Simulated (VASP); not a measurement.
Wanted: the native input for a VASP 6.6.1 run.

```yaml
Task: single point
Functional: HSE06
Potentials_or_basis: VASP PAW PBE potentials, release 64 (Na_pv, Cl)
Cutoff: 400 eV
k_mesh: 6 × 6 × 6
Occupations: gaussian, width 0.01 eV
Spin: no spin polarisation
Dipole_correction: no
Grid_for_exact_exchange_PRECFOCK: Normal
Further_INCAR_settings: ALGO = Normal; EDIFF = 1e-06; NBANDS = 14
Screening_parameter: 0.2079 1/Å
```

NaCl (r.bhse):

```
Na Cl
1.0
     0.00000    2.78350    2.78350
     2.78350    0.00000    2.78350
     2.78350    2.78350    0.00000
Na Cl
1 1
Direct
  0.00000 0.00000 0.00000
  0.50000 0.50000 0.50000
```

These files were run (other wordings do the same):

POSCAR

```
NaCl
1.0
    0.0000000000      2.7835015695      2.7835015695
    2.7835015695      0.0000000000      2.7835015695
    2.7835015695      2.7835015695      0.0000000000
Na Cl
1 1
Direct
    0.0000000000      0.0000000000      0.0000000000
    0.5000000000      0.5000000000      0.5000000000
```

INCAR.step1

```
SYSTEM = NaCl
ALGO     = Normal         ! electronic algorithm
EDIFF    = 1E-5           ! SCF threshold, eV
ENCUT    = 400            ! plane-wave cutoff, eV
GGA      = PE             ! functional
GGA_COMPAT= .FALSE.      
ISIF     = 2              ! what is computed and relaxed
ISMEAR   = 0              ! smearing method
LASPH    = .TRUE.         ! aspherical terms in the spheres
LCHARG   = .FALSE.        ! write CHGCAR
LREAL    = .FALSE.        ! projectors in reciprocal space
LWAVE    = .TRUE.         ! write WAVECAR
NBANDS   = 14             ! bands
NELM     = 120            ! most SCF steps
PREC     = Accurate       ! precision mode
SIGMA    = 0.01           ! smearing width, eV
```

INCAR.step2

```
SYSTEM = NaCl
ALGO     = Normal         ! electronic algorithm
EDIFF    = 1E-6           ! SCF threshold, eV
ENCUT    = 400            ! plane-wave cutoff, eV
GGA      = PE             ! functional
GGA_COMPAT= .FALSE.      
HFSCREEN = 0.2079         ! screening, 1/A
ISIF     = 2              ! what is computed and relaxed
ISMEAR   = 0              ! smearing method
ISTART   = 1            
LASPH    = .TRUE.         ! aspherical terms in the spheres
LCHARG   = .FALSE.        ! write CHGCAR
LHFCALC  = .TRUE.         ! exact exchange
LREAL    = .FALSE.        ! projectors in reciprocal space
LWAVE    = .FALSE.        ! write WAVECAR
NBANDS   = 14             ! bands
NELM     = 120            ! most SCF steps
PREC     = Accurate       ! precision mode
PRECFOCK = Normal       
SIGMA    = 0.01           ! smearing width, eV
```

KPOINTS

```
k-points
0
G
  6 6 6
  0 0 0
```

Potentials or basis: VASP PAW PBE potentials, release 64 (Na_pv, Cl).

Command:

```bash
$ cat potpaw_PBE.64/Na_pv/POTCAR potpaw_PBE.64/Cl/POTCAR > POTCAR
$ cp INCAR.step1 INCAR
$ mpirun -np 1 vasp_std > vasp.out
$ cp INCAR.step2 INCAR
$ mpirun -np 1 vasp_std > vasp.out
```

Results of the run:

| Quantity | Value |
| --- | --- |
| Pressure | 1.1 GPa |
| Band gap on the k mesh | 6.64 eV, direct |

Caveat: the PAW data sets were made with another functional, which shifts forces and pressure a little.

Run time: 13 min on 1 thread of Intel(R) Xeon(R) Platinum 8488C (Sapphire Rapids), with other jobs on the host, peak memory 0.25 GiB.
